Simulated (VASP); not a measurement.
# GaSb in VASP: further runs, part 2 of 2

VASP 6.6.1.

## 3. Single point, PBE, collinear spin, ferromagnetic start

This run uses another cell than the first one, of 141.33 Å³/atom, 1.091 times its volume.

The input, INCAR:

```
SYSTEM = GaSb
ALGO     = Normal         ! electronic algorithm
EDIFF    = 1E-7           ! SCF threshold, eV
ENCUT    = 520            ! plane-wave cutoff, eV
GGA      = PE             ! functional
ISIF     = 2              ! what is computed and relaxed
ISMEAR   = 0              ! smearing method
ISPIN    = 2              ! spin polarisation
LASPH    = .TRUE.         ! aspherical terms in the spheres
LCHARG   = .FALSE.        ! write CHGCAR
LORBIT   = 11             ! projections on sites
LREAL    = .FALSE.        ! projectors in reciprocal space
LWAVE    = .FALSE.        ! write WAVECAR
MAGMOM   = 0.5 0.5 0.5 0.5 ! initial moments
NBANDS   = 30             ! bands
NELM     = 150            ! most SCF steps
PREC     = Accurate       ! precision mode
SIGMA    = 0.05           ! smearing width, eV
```

The input, KPOINTS:

```
k-points
0
G
  1 1 13
  0 0 0
```

The input, POSCAR:

```
GaSb
1.0
   11.5000000000      0.0000000000      0.0000000000
    0.0000000000      9.3000000000      0.0000000000
    0.0000000000      0.0000000000      5.2858885694
Ga Sb
2 2
Direct
    0.4037606077      0.5000000000      0.0000000000
    0.5962393923      0.5000000000      0.5000000000
    0.3648845918      0.5000000000      0.5000000000
    0.6351154082      0.5000000000      0.0000000000
```

Potentials or basis: VASP PAW PBE potentials, release 64 (Ga_d, Sb).

Command:

```
cat potpaw_PBE.64/Ga_d/POTCAR potpaw_PBE.64/Sb/POTCAR > POTCAR
mpirun -np 1 vasp_std > vasp.out
```

OUTCAR:

```text
SYSTEM = GaSb
   EDIFF = 1E-7
   ENCUT = 520
   GGA = PE
   ISIF = 2
   ISMEAR = 0
   ISPIN = 2
   LASPH = .TRUE.
   LORBIT = 11
   LREAL = .FALSE.
   NELM = 150
   PREC = Accurate

 ion  position               nearest neighbor table
   1  0.404  0.500  0.000-   4 2.66   3 2.68   3 2.68
   2  0.596  0.500  0.500-   3 2.66   4 2.68   4 2.68
   3  0.365  0.500  0.500-   2 2.66   1 2.68   1 2.68
   4  0.635  0.500  0.000-   1 2.66   2 2.68   2 2.68

  LATTYP: Found a simple orthorhombic cell.
 ALAT       =     5.2858885694
 B/A-ratio  =     1.7594014474
 C/A-ratio  =     2.1756039404

  Lattice vectors:

 A1 = (   0.0000000000,   0.0000000000,  -5.2858885694)
 A2 = (   0.0000000000,   9.3000000000,   0.0000000000)
 A3 = (  11.5000000000,   0.0000000000,   0.0000000000)

Analysis of symmetry for initial positions (statically):
=====================================================================
 Subroutine PRICEL returns:
 Original cell was already a primitive cell.

 Routine SETGRP: Setting up the symmetry group for a
 simple orthorhombic supercell.

 Subroutine GETGRP returns: Found  8 space group operations
 (whereof  4 operations were pure point group operations)
 out of a pool of  8 trial point group operations.

The static configuration has the point symmetry C_2v.
 The point group associated with its full space group is D_2h.

Analysis of symmetry for dynamics (positions and initial velocities):
=====================================================================
 Subroutine PRICEL returns:
 Original cell was already a primitive cell.

 Routine SETGRP: Setting up the symmetry group for a
 simple orthorhombic supercell.

 Subroutine GETGRP returns: Found  8 space group operations
 (whereof  4 operations were pure point group operations)
 out of a pool of  8 trial point group operations.

The dynamic configuration has the point symmetry C_2v.
 The point group associated with its full space group is D_2h.

Analysis of structural, dynamic, and magnetic symmetry:
=====================================================================
 Subroutine PRICEL returns:
 Original cell was already a primitive cell.

 Routine SETGRP: Setting up the symmetry group for a
 simple orthorhombic supercell.

 Subroutine GETGRP returns: Found  8 space group operations
 (whereof  4 operations were pure point group operations)
 out of a pool of  8 trial point group operations.

The overall configuration has the point symmetry C_2v.
 The point group associated with its full space group is D_2h.

 Subroutine INISYM returns: Found  8 space group operations
 (whereof  4 operations are pure point group operations),
 and found     1 'primitive' translations

----------------------------------------------------------------------------------------

                                     Primitive cell

  volume of cell :     565.3258

  direct lattice vectors                    reciprocal lattice vectors
    11.500000000  0.000000000  0.000000000     0.086956522  0.000000000  0.000000000
     0.000000000  9.300000000  0.000000000     0.000000000  0.107526882  0.000000000
     0.000000000  0.000000000  5.285888569     0.000000000  0.000000000  0.189182951

  length of vectors
    11.500000000  9.300000000  5.285888569     0.086956522  0.107526882  0.189182951

[... 66 lines left out ...]
   EDIFF  = 0.1E-06   stopping-criterion for ELM
   LREAL  =      F    real-space projection
   EDIFFG = 0.1E-05   stopping-criterion for IOM
   NSW    =      0    number of steps for IOM
   IBRION =     -1    ionic relax: 0-MD 1-quasi-New 2-CG
   NFREE  =      0    steps in history (QN), initial steepest desc. (CG)
   ISIF   =      2    stress and relaxation
   ISYM   =      2    0-nonsym 1-usesym 2-fastsym
   POTIM  = 0.5000    time-step for ionic-motion
   TEBEG  =    0.0;   TEEND  =   0.0 temperature during run
   PSTRESS=    0.0 pullay stress
   NELECT =      36.0000    total number of electrons
   NUPDOWN=      -1.0000    fix difference up-down
   EMIN   =  10.00;   EMAX   =-10.00  energy-range for DOS
   EFERMI =   0.00;   METHOD = LEGACY
   ISMEAR =     0;   SIGMA  =   0.05  broadening in eV -4-tet -1-fermi 0-gaus
   EFERMI_NEDOS =   21; number of points for ismear=-14 and -15
   IALGO  =     38    algorithm
   IMIX   =      4    mixing-type and parameters
     AMIX     =   0.40;   BMIX     =  1.00
     AMIX_MAG =   1.60;   BMIX_MAG =  1.00
  volume/ion in A,a.u.               =     141.33       953.75
  Fermi-wavevector in a.u.,A,eV,Ry     =   0.653747  1.235402  5.814920  0.427385
  Thomas-Fermi vector in A             =   1.724085
   LORBIT       =     11    0 simple, 1 ext, 2 COOP (PROOUT), +10 PAW based schemes
   GGA     = PE    functional components
   LHFCALC =     F    Hartree Fock is set to
   AEXX    =    0.0000 exact exchange contribution
   IVDW    =     0    specifies the selected vdW correction
   LEPSILON=     F    determine dielectric tensor
   LRPA    =     F    only Hartree local field effects (RPA)
 spin polarized calculation
 Gauss-broadening in eV      SIGMA  =   0.05
  energy-cutoff  :      520.00
  volume of cell :      565.33
 maximum number of plane-waves:     15280
 NGX is ok and might be reduce to    90
   NGX = 43   NGY = 35   NGZ = 19

 number of electron      35.9999983 magnetization       0.4615475

 Free energy of the ion-electron system (eV)
  ---------------------------------------------------
  ext. energy  EPLUGINS =         0.00000000
  ---------------------------------------------------
  free energy    TOTEN  =       -11.61903998 eV

  energy without entropy =      -11.61367694  energy(sigma->0) =      -11.61635846

 E-fermi :  -2.7319     XC(G=0):  -3.0278

 val. band max:       -2.7633600900   @ k =   0.0000   0.0000   0.0769
 cond. band min:      -2.7145363961   @ k =   0.0000   0.0000   0.1538
 fundamental gap:      0.0488236939
 Fermi energy:        -2.7318932353

 spin component 1

 k-point     1 :       0.0000    0.0000    0.0000
  band No.  band energies     occupation
      1     -17.7705      1.00000
      2     -17.7650      1.00000
      3     -17.6957      1.00000
      4     -17.6823      1.00000
      5     -17.6808      1.00000
      6     -17.6679      1.00000
[... 220 lines left out ...]
     29       3.0125      0.00000
     30       3.0743      0.00000
 Fermi energy:        -2.7318932353

 spin component 2

 k-point     1 :       0.0000    0.0000    0.0000
  band No.  band energies     occupation
      1     -17.7708      1.00000
      2     -17.7669      1.00000
      3     -17.6963      1.00000
      4     -17.6849      1.00000
      5     -17.6814      1.00000
      6     -17.6696      1.00000
[... 220 lines left out ...]
     29       3.0722      0.00000
     30       3.1171      0.00000

------------------------ aborting loop because EDIFF is reached ----------------------------------------

  FORCE on cell =-STRESS in cart. coord.  units (eV):
  Direction    XX          YY          ZZ          XY          YZ          ZX
  --------------------------------------------------------------------------------------
  -------------------------------------------------------------------------------------
  Total       -0.0078801      0.1066879      0.1411303      0.0000000      0.0000000      0.0000000
  in kB       -0.0223328      0.3023618      0.3999743      0.0000000      0.0000000      0.0000000
  external PRESSURE =       0.2266678 kB  Pullay stress =       0.0000000 kB

 VOLUME and BASIS-vectors are now :
 -----------------------------------------------------------------------------
  energy-cutoff  :      520.00
  volume of cell :      565.33
      direct lattice vectors                 reciprocal lattice vectors
    11.500000000  0.000000000  0.000000000     0.086956522  0.000000000  0.000000000
     0.000000000  9.300000000  0.000000000     0.000000000  0.107526882  0.000000000
     0.000000000  0.000000000  5.285888569     0.000000000  0.000000000  0.189182951

 POSITION                                       TOTAL-FORCE (eV/Angst)
 -----------------------------------------------------------------------------------
      4.64325      4.65000      0.00000        -0.008505      0.000000      0.000000
      6.85675      4.65000      2.64294         0.008505      0.000000      0.000000
      4.19617      4.65000      2.64294        -0.011615      0.000000      0.000000
      7.30383      4.65000      0.00000         0.011615      0.000000      0.000000
 -----------------------------------------------------------------------------------
    total drift:                                0.000000     -0.000000     -0.000000

  FREE ENERGIE OF THE ION-ELECTRON SYSTEM (eV)
  ---------------------------------------------------
  free  energy   TOTEN  =       -11.6190399801 eV

  energy  without entropy=      -11.6136769409  energy(sigma->0) =      -11.61635846

 total charge

# of ion       s       p       d       tot
------------------------------------------
    1        1.023   0.553   9.950  11.526
    2        1.023   0.553   9.950  11.526
    3        1.182   1.224   0.020   2.426
    4        1.182   1.224   0.020   2.426
--------------------------------------------------
tot          4.409   3.554  19.939  27.903

 magnetization (x)

# of ion       s       p       d       tot
------------------------------------------
    1       -0.003  -0.009   0.002  -0.009
    2       -0.003  -0.009   0.002  -0.009
    3        0.001   0.091  -0.000   0.091
    4        0.001   0.091  -0.000   0.091
--------------------------------------------------
tot         -0.005   0.165   0.004   0.164
```

Run time: 4 min. Hardware: 1 thread of Intel Xeon Platinum 8488C (Sapphire Rapids), shared host; peak memory 0.83 GiB.

Results:

| Item | Value |
| --- | --- |
| Free energy | -11.6190 eV |
| Largest force | 0.012 eV/Å |
| Net moment | 0.46 μB per cell |
| Site moments | Ga -0.01; Sb +0.09 μB |
| Valence electrons inside the program's atomic spheres | Ga 11.53; Sb 2.43 |

Forces in eV/Å, atoms in the order of the input:
```
Ga  -0.009  0.000  0.000
Ga   0.009  0.000  0.000
Sb  -0.012  0.000  0.000
Sb   0.012  0.000  0.000
```

Caveat: spin-orbit coupling is left out, which moves the levels of the heavy elements.
